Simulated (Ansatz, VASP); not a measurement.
# C in VASP and in Ansatz

```
C
1.0
    -1.22251   -2.11745    0.00000
     1.22251   -2.11745    0.00000
     0.00000    0.00000    9.61799
C
6
Cartesian
  0.0000 -4.2349 8.2639
  0.0000 -1.4116 1.6519
  0.0000 -2.8233 4.9579
  0.0000 -4.2349 4.9598
  0.0000 -1.4116 8.2658
  0.0000 -2.8233 1.6538
```

Alike in both runs: task single point; functional LDA; k mesh 12 × 12 × 3; occupations gaussian, width 0.05 eV; no spin polarisation.

|  | VASP | Ansatz |
| --- | --- | --- |
| version | VASP 6.6.1 | Ansatz 0.2.0 |
| potentials or method | VASP PAW LDA potentials, release 64 (C), cutoff 520 eV | scalar-relativistic, plane waves, PAW |
| valence electrons in the cell | 24 | 24 |

```tsv
	VASP	Ansatz	Ansatz less VASP
gap on the k mesh at the Fermi level (eV)	0.71	0.71	-0.003
least direct gap on the mesh (eV)	0.71	0.71	-0.003
pressure (GPa)	1.3	0.5	-0.84
traceless stress, the component that is largest in VASP (GPa)	0.33	1.30	+0.977
rms of the force components (eV/Å)	0.044	0.044	-0.0002
```

LDA's correlation is that of Perdew and Zunger in VASP and of Perdew and Wang (1992) in Ansatz. Atom by atom the forces differ by 0.000 eV/Å (rms over components).
